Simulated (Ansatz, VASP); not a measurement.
PbSe in VASP and in Ansatz

File POSCAR:

```
PbSe
1.0
    0.0000000000      3.0809197960      3.0809197960
    3.0809197960      0.0000000000      3.0809197960
    3.0809197960      3.0809197960      0.0000000000
Pb Se
1 1
Direct
    0.0000000000      0.0000000000      0.0000000000
    0.5000000000      0.5000000000      0.5000000000
```

The input INCAR.step1:

```
  PREC = Accurate
  ENCUT = 520
  EDIFF = 1E-5
  ISMEAR = -1
  SIGMA = 0.05
  LREAL = False
  LASPH = True
  NELM = 100
  ALGO = Normal
  ISIF = 2
  LWAVE = True
  GGA = PE
  NBANDS = 17
```

File INCAR.step2:

```
  PREC = Accurate
  ENCUT = 520
  EDIFF = 1E-6
  ISMEAR = -1
  SIGMA = 0.05
  LREAL = False
  LASPH = True
  NELM = 100
  ALGO = Normal
  ISIF = 2
  LWAVE = False
  LCHARG = True
  METAGGA = R2SCAN
  LHFCALC = True
  AEXX = 0.1
  LMIXTAU = True
  PRECFOCK = Normal
  LELF = True
  LVHAR = True
  ISTART = 1
  NBANDS = 17
```

File KPOINTS:

```
Automatic mesh
0
Gamma
  4 4 4
```

The input input.yaml:

```yaml
crystal:
  lattice:
    - [0.0, 3.080919796, 3.080919796]
    - [3.080919796, 0.0, 3.080919796]
    - [3.080919796, 3.080919796, 0.0]
  atoms:
    - { symbol: Pb, position: [0.0, 0.0, 0.0] }
    - { symbol: Se, position: [0.5, 0.5, 0.5] }
hamiltonian:
  xc: r2scanh
  pseudopotentials: { kind: paw }
kpoints:
  mp_grid: { grid: [4, 4, 4] }
scf:
  occupations: { method: fermi_dirac, width: 0.05 }
output:
  forces: true
  stress: true
  eigenvalues: true
```

Alike in both runs: task single point; functional r2SCANh; k mesh 4 × 4 × 4; occupations fermi-dirac, width 0.05 eV; no spin polarisation.

|  | VASP | Ansatz |
| --- | --- | --- |
| version | VASP 6.6.1 | Ansatz 0.2.0 |
| potentials or method | VASP PAW PBE potentials, release 64 (Pb_d, Se) | Ansatz PAW |
| plane-wave cutoff (eV) | 520 | 500 |
| valence electrons in the cell | 20 | 30 |

VASP gave:

```
gap on the k mesh at the Fermi level (eV) : 1.04
least direct gap on the mesh (eV)         : 1.04
pressure (GPa)                            : 0.2
```

Question: Estimate Ansatz's values.

Answer: gap on the k mesh at the Fermi level (eV): 1.01; least direct gap on the mesh (eV): 1.01; pressure (GPa): 0.2.

VASP's potentials were made for PBE, not for r2SCANh. VASP's potentials hold 20 valence electrons a cell and Ansatz's 30, so a difference there can come from the potentials and not from the codes.

The k mesh is coarse, so the values compare programs but aren't converged. Spin-orbit coupling is off throughout.
